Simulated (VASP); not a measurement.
# Sr7Zn16 (a cell with a defect) in VASP: single point with LDA

Aim: the single point of Sr7Zn16 (a cell with a defect) with LDA.

All numbers are computed with VASP 6.6.1; they aren't measurements. Logs are shortened: lines on timing, memory, paths and dates and some standing lists are left out, and cuts for length are marked.

## (1) The cell of the first run

The cell holds a defect, 23 atoms: a = 6.087 Å, b = 12.174 Å, c = 12.174 Å, α = 133.19°, β = 99.23°, γ = 98.92°.

## (2) Single point, LDA

INCAR

```
SYSTEM = Sr7Zn16
  PREC = Accurate
  ENCUT = 520
  EDIFF = 1E-6
  ISMEAR = -1
  SIGMA = 0.05
  LREAL = Auto
  LASPH = .True.
  NELM = 100
  ALGO = Normal
  ISIF = 2
  LWAVE = .False.
  LCHARG = .False.
  GGA = CA
  NBANDS = 148
  LUSENCCL = .False.
```

KPOINTS

```
regular mesh
0
Gamma
  3 2 2
  0 0 0
```

POSCAR

```
Sr7Zn16
1.0
   -2.4178663900      3.9437682600      3.9564166500
    4.8357327800     -7.8875365200      7.9128333000
    4.8357327800      7.8875365200     -7.9128333000
Sr Zn
7 16
Direct
    0.2683016144     -0.0384296836      0.0747216922
    0.3266220554      0.0096203579      0.6145445054
    0.7454992344      0.4701528855      0.8454102012
    0.2551532977      0.5313623225      0.1557901183
    0.6745151227      0.9917229025      0.3865942518
    0.4999603816      0.5013331038      0.5011537216
    0.7328893911      1.0405056509      0.9270409567
    0.2396134877      0.1585864977      0.4581052291
    0.9059180347      0.1186585720      0.2532601940
    0.6821005172      0.4044004627      0.1719287188
   -0.0986457773      0.3670616756      0.3358371083
    0.2890421060      0.1815915038      0.9632753541
    0.9424594448      0.1617366409      0.7736281159
    0.9976910497      0.3554025775      0.5448249277
    0.1499296424      0.3146528449      0.7193248521
    0.0029751339      0.6462216529      0.4568342269
    0.8513532096      0.6869799734      0.2821371232
    0.7119951385      0.8200694166      0.0380034555
    0.0585583889      0.8395773125      0.2274085189
    0.3184368974      0.5975056784      0.8300400909
    1.0979284087      0.6346999865      0.6662631735
    0.7610703455      0.8427830850      0.5431583459
    0.0943803022      0.8830295335      0.7483815306
```

Potentials or basis: VASP PAW LDA potentials, release 64 (Sr_sv, Zn).

Launch:

```
cat potpaw_LDA.64/Sr_sv/POTCAR potpaw_LDA.64/Zn/POTCAR > POTCAR
mpirun -np 1 vasp_std > vasp.out
```

OUTCAR:

```text
SYSTEM = Sr7Zn16
   PREC = Accurate
   ENCUT = 520
   EDIFF = 1E-6
   ISMEAR = -1
   LREAL = Auto
   LASPH = .True.
   NELM = 100
   ISIF = 2
   GGA = CA

 ion  position               nearest neighbor table
   1  0.268  0.962  0.075-   9 3.23  23 3.31  18 3.35  19 3.35  20 3.35  18 3.36  21 3.41   8 3.55
                             9 3.57  12 3.74   7 3.91   5 3.93   7 4.03   6 4.49   3 4.70
   2  0.327  0.010  0.615-  23 3.24  13 3.25  12 3.28  17 3.34  22 3.34  16 3.41  15 3.43  13 3.44
                            22 3.44   8 3.45  19 3.51   5 3.67   7 3.93   3 4.19   5 4.34   4 4.38
   3  0.745  0.470  0.845-  18 3.23  15 3.27  20 3.27  15 3.35  19 3.37  14 3.63   8 3.65  20 3.68
                            13 3.68  17 3.85   4 4.02   2 4.19   5 4.38   6 4.50   1 4.70   4 4.92
   4  0.255  0.531  0.156-  12 3.23  17 3.27  10 3.27  17 3.35  13 3.37  16 3.63  22 3.65  19 3.68
                            10 3.68  15 3.85   3 4.02   5 4.19   2 4.38   6 4.50   7 4.70   3 4.92
   5  0.675  0.992  0.387-   9 3.24  19 3.25  18 3.28  15 3.34   8 3.34  14 3.40  17 3.43  19 3.44
                             8 3.45  22 3.45  13 3.50   2 3.67   1 3.93   4 4.19   2 4.34   3 4.38
   6  0.500  0.501  0.501-  11 3.32  21 3.32  21 3.36  11 3.36  14 3.59  16 3.60  20 3.75  10 3.75
                            22 3.85   8 3.86  16 3.87  14 3.88  23 3.99   9 3.99   7 4.49   1 4.49
   7  0.733  0.041  0.927-  23 3.22   9 3.31  12 3.35  13 3.35  10 3.35  12 3.36  11 3.41  22 3.56
                            23 3.57  18 3.74   1 3.91   2 3.93   1 4.03   6 4.49   4 4.70
   8  0.240  0.159  0.458-  15 2.57  19 2.63   9 2.64  14 2.67   5 3.34   5 3.45   2 3.45   1 3.55
                             3 3.65   6 3.86
   9  0.906  0.119  0.253-  11 2.46  14 2.47  18 2.47   8 2.64   1 3.23   5 3.24   7 3.31   1 3.57
                             6 3.99
  10  0.682  0.404  0.172-  12 2.48  11 2.56  16 2.56  17 2.61   4 3.27   7 3.35   4 3.68   6 3.75
[... 23 lines left out ...]
  22  0.761  0.843  0.543-  17 2.57  13 2.63  23 2.64  16 2.67   2 3.34   2 3.44   5 3.45   7 3.56
                             4 3.65   6 3.85
  23  0.094  0.883  0.748-  21 2.46  16 2.47  12 2.47  22 2.64   7 3.22   2 3.24   1 3.31   7 3.57
                             6 3.99

  LATTYP: Found a triclinic cell.
 ALAT       =    17.3949518384
 B/A-ratio  =     0.5263247761
 C/A-ratio  =     1.2845753260
 COS(alpha) =     0.0019537664
 COS(beta)  =     0.6433159787
 COS(gamma) =     0.7478294808

  Lattice vectors:

 A1 = (  12.0893319500,  -3.9437682600,  11.8692499500)
 A2 = (   7.2535991700,   3.9437682600,   3.9564166500)
 A3 = (   0.0000000000, -15.7750730400,  15.8256666000)

Analysis of symmetry for initial positions (statically):
=====================================================================
 Subroutine PRICEL returns:
 Original cell was already a primitive cell.

 Routine SETGRP: Setting up the symmetry group for a
[... 156 lines left out ...]
   NELECT =     262.0000    total number of electrons
   NUPDOWN=      -1.0000    fix difference up-down
   EMIN   =  10.00;   EMAX   =-10.00  energy-range for DOS
   EFERMI =   0.00;   METHOD = LEGACY
   ISMEAR =    -1;   SIGMA  =   0.05  broadening in eV -4-tet -1-fermi 0-gaus
   EFERMI_NEDOS =   21; number of points for ismear=-14 and -15
   IALGO  =     38    algorithm
   IMIX   =      4    mixing-type and parameters
     AMIX     =   0.40;   BMIX     =  1.00
     AMIX_MAG =   1.60;   BMIX_MAG =  1.00
  volume/ion in A,a.u.               =      26.24       177.11
  Fermi-wavevector in a.u.,A,eV,Ry     =   1.239520  2.342352 20.904108  1.536409
  Thomas-Fermi vector in A             =   2.373999
   LORBIT       =      0    0 simple, 1 ext, 2 COOP (PROOUT), +10 PAW based schemes
   GGA     = CA    functional components
   LHFCALC =     F    Hartree Fock is set to
   AEXX    =    0.0000 exact exchange contribution
   IVDW    =     0    specifies the selected vdW correction
   LEPSILON=     F    determine dielectric tensor
   LRPA    =     F    only Hartree local field effects (RPA)
 non-spin polarized calculation
  energy-cutoff  :      520.00
  volume of cell :      603.62
 maximum number of plane-waves:     16292
 NGX is ok and might be reduce to    48
   NGX = 23   NGY = 45   NGZ = 45

 number of electron     261.9999985 magnetization

 Free energy of the ion-electron system (eV)
  ---------------------------------------------------
  ext. energy  EPLUGINS =         0.00000000
  ---------------------------------------------------
  free energy    TOTEN  =       -45.38701719 eV

  energy without entropy =      -45.28001871  energy(sigma->0) =      -45.33351795

 E-fermi :   1.6588     XC(G=0):  -9.4520

 val. band max:        1.6572480025   @ k =   0.3333   0.5000   0.0000
 cond. band min:       1.6696752651   @ k =   0.3333   0.0000   0.0000
 fundamental gap:      0.0124272626
 Fermi energy:         1.6588388761

 k-point     1 :       0.0000    0.0000    0.0000
  band No.  band energies     occupation
      1     -34.4970      2.00000
      2     -34.1997      2.00000
      3     -34.1936      2.00000
      4     -34.0618      2.00000
      5     -34.0483      2.00000
      6     -33.9507      2.00000
[... 1157 lines left out ...]
    142       3.1976      0.00000
    143       3.4463      0.00000
 [bands above 143 left out]

------------------------ aborting loop because EDIFF is reached ----------------------------------------

  FORCE on cell =-STRESS in cart. coord.  units (eV):
  Direction    XX          YY          ZZ          XY          YZ          ZX
  --------------------------------------------------------------------------------------
  -------------------------------------------------------------------------------------
  Total      -14.0399082    -13.6225386    -14.7773542     -1.9687485      2.5100056     -1.9719695
  in kB      -37.2656894    -36.1578786    -39.2230695     -5.2255877      6.6622295     -5.2341369
  external PRESSURE =     -37.5488791 kB  Pullay stress =       0.0000000 kB

 VOLUME and BASIS-vectors are now :
 -----------------------------------------------------------------------------
  energy-cutoff  :      520.00
  volume of cell :      603.62
      direct lattice vectors                 reciprocal lattice vectors
    -2.417866390  3.943768260  3.956416650     0.000000000  0.126782297  0.126376983
     4.835732780 -7.887536520  7.912833300     0.103396946  0.000000000  0.063188492
     4.835732780  7.887536520 -7.912833300     0.103396946  0.063391149  0.000000000

 POSITION                                       TOTAL-FORCE (eV/Angst)
 -----------------------------------------------------------------------------------
      4.36251     -5.93693      8.07900         0.000315      0.020328      0.010231
      2.22857      6.05948     -3.49441        -0.005237      0.004700      0.025151
      4.55919      5.89993     -0.01984         0.000183      0.001071      0.002532
      2.70596     -1.95607      3.98133        -0.001658     -0.000211      0.000872
      5.03429     -2.11284      7.45695         0.007396     -0.004371     -0.031064
      3.63892      1.97031      1.97947         0.000876     -0.001844     -0.000077
[... 15 lines left out ...]
      4.86188      0.63818      5.38199         0.019040     -0.027971     -0.018518
      7.66087     -0.68983      1.43886         0.032598     -0.000437      0.008040
 -----------------------------------------------------------------------------------
    total drift:                                0.002862      0.000237      0.000254

  FREE ENERGIE OF THE ION-ELECTRON SYSTEM (eV)
  ---------------------------------------------------
  free  energy   TOTEN  =       -45.3870171935 eV

  energy  without entropy=      -45.2800187096  energy(sigma->0) =      -45.33351795
```

stdout:

```text
[vt-gpu-od-0:28945] opal_ifinit: socket() failed with errno=97
 Offloading initialized ...    1 GPUs detected
 POSCAR found type information on POSCAR SrZn
 POSCAR found :  2 types and      23 ions
 scaLAPACK will be used selectively (only on CPU)
 LDA part: xc-table for (Slater(with rela. corr.)+CA(PZ))
 , standard interpolation
 POSCAR, INCAR and KPOINTS ok, starting setup
 FFT: planning ... GRIDC
 FFT: planning ... GRID_SOFT
 FFT: planning ... GRID
 WAVECAR not read
 entering main loop
```

Wall time 2.8 min (1 × NVIDIA H100 80GB with 1 thread of Intel Xeon Platinum 8481C at 2.70GHz (Sapphire Rapids), shared host); peak memory 1.9 GiB.

What came out:

| Quantity | Value |
| --- | --- |
| Free energy | -45.3870 eV |
| Pressure | -3.8 GPa |
| Largest force | 0.056 eV/Å |
| Band gap on the k mesh | zero (bands 131 and 132 overlap by 0.25 eV) |

Forces on the atoms (eV/Å):
```
Sr   0.000  0.020  0.010
Sr  -0.005  0.005  0.025
Sr   0.000  0.001  0.003
Sr  -0.002  0.000  0.001
Sr   0.007 -0.004 -0.031
Sr   0.001 -0.002  0.000
Sr   0.003 -0.021 -0.011
Zn  -0.017  0.028  0.019
Zn  -0.035  0.000 -0.002
Zn  -0.022 -0.027  0.007
Zn  -0.033 -0.041 -0.005
Zn   0.018  0.012  0.004
Zn   0.012 -0.007 -0.008
Zn   0.048 -0.016 -0.023
Zn   0.000  0.022 -0.017
Zn  -0.047  0.019  0.023
Zn   0.000 -0.024  0.012
Zn  -0.019 -0.012 -0.005
Zn  -0.011  0.008  0.008
Zn   0.018  0.026 -0.008
Zn   0.031  0.042  0.009
Zn   0.019 -0.028 -0.019
Zn   0.033  0.000  0.008
```

Stress tensor (GPa, compression positive):
```
-3.73 -0.52 -0.52
-0.52 -3.62  0.67
-0.52  0.67 -3.92
```

Levels at points of the mesh, in eV from the Fermi level:
| k point | band 128 | band 129 | band 130 | band 131 | band 132 | band 133 | band 134 | band 135 |
| --- | --- | --- | --- | --- | --- | --- | --- | --- |
| (0.00, 0.00, 0.00) | -0.62 | -0.46 | -0.25 | -0.24 | 0.03 | 0.24 | 0.29 | 0.43 |
| (0.00, 0.50, 0.00) | -0.54 | -0.39 | -0.28 | -0.21 | -0.19 | -0.04 | 0.26 | 0.41 |
| (0.00, 0.00, 0.50) | -0.45 | -0.33 | -0.30 | -0.11 | 0.00 | 0.08 | 0.29 | 0.36 |
| (0.00, 0.50, 0.50) | -0.53 | -0.41 | -0.30 | -0.16 | 0.03 | 0.16 | 0.18 | 0.30 |

Caveat: the k points lie up to 0.38 Å⁻¹ apart.
